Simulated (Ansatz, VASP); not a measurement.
**One calculation of Ca3Ru, two programs**

The input INCAR:

```
PREC = Accurate ; ENCUT = 600
EDIFF = 1E-6 ; ISMEAR = 0
SIGMA = 0.1 ; LREAL = F
LASPH = T ; NELM = 60
ALGO = Normal ; ISIF = 3
LWAVE = F ; LCHARG = F
GGA = PE ; IBRION = 2
NSW = 90 ; EDIFFG = -0.04
```

The input KPOINTS:

```
Automatic mesh
0
Gamma
  4 4 4
```

POSCAR

```
Ca3Ru
1.0
    4.5692899338      0.0000000000      0.0000000000
    0.0000000000      4.5692899338      0.0000000000
    0.0000000000      0.0000000000      4.5692899338
Ca Ru
3 1
Direct
    0.0000000000      0.5000000000      0.5000000000
    0.5000000000      0.0000000000      0.5000000000
    0.5000000000      0.5000000000      0.0000000000
    0.0000000000      0.0000000000      0.0000000000
```

Input for Ansatz:

```yaml
crystal:
  lattice:
    - [4.5692899338, 0.0, 0.0]
    - [0.0, 4.5692899338, 0.0]
    - [0.0, 0.0, 4.5692899338]
  atoms:
    - { symbol: Ca, position: [0.0, 0.5, 0.5] }
    - { symbol: Ca, position: [0.5, 0.0, 0.5] }
    - { symbol: Ca, position: [0.5, 0.5, 0.0] }
    - { symbol: Ru, position: [0.0, 0.0, 0.0] }
basis:
  ecutwfc: 420
kpoints:
  mp_grid: { grid: [4, 4, 4] }
hamiltonian:
  xc: pbe
scf:
  occupations: { method: gaussian, width: 0.1 }
  lower_state_search: "off"
output:
  forces: true
  stress: true
  eigenvalues: true
relax:
  adjacent_minimum: "off"
  f_tol: 0.04
  max_steps: 70
  cell: { stress_tol: 0.4 }
```

Alike in both runs: task relaxation of cell and atoms; functional PBE; k mesh 4 × 4 × 4; occupations gaussian, width 0.1 eV; no spin polarisation.

|  | VASP | Ansatz |
| --- | --- | --- |
| version | VASP 6.6.1 | Ansatz 0.2.0 |
| potentials or method | VASP PAW PBE potentials, release 64 (Ca_sv, Ru_pv), cutoff 600 eV | scalar-relativistic, plane waves, PAW |
| valence electrons in the cell | 44 | 46 |

|  | VASP | Ansatz | Ansatz less VASP |
| --- | --- | --- | --- |
| gap on the k mesh at the Fermi level, each at its own relaxed structure (eV) | none | none | - |
| relaxed volume (Å³/atom) | 26.61 | 26.59 | -0.026 |
| relaxed cell length with the largest relative difference (Å) | 4.739 | 4.738 | -0.0016 |

A gap of «none» marks a metal or a gap that the smearing closes. VASP's potentials hold 44 valence electrons a cell and Ansatz's 46, so a difference there can come from the potentials and not from the codes.
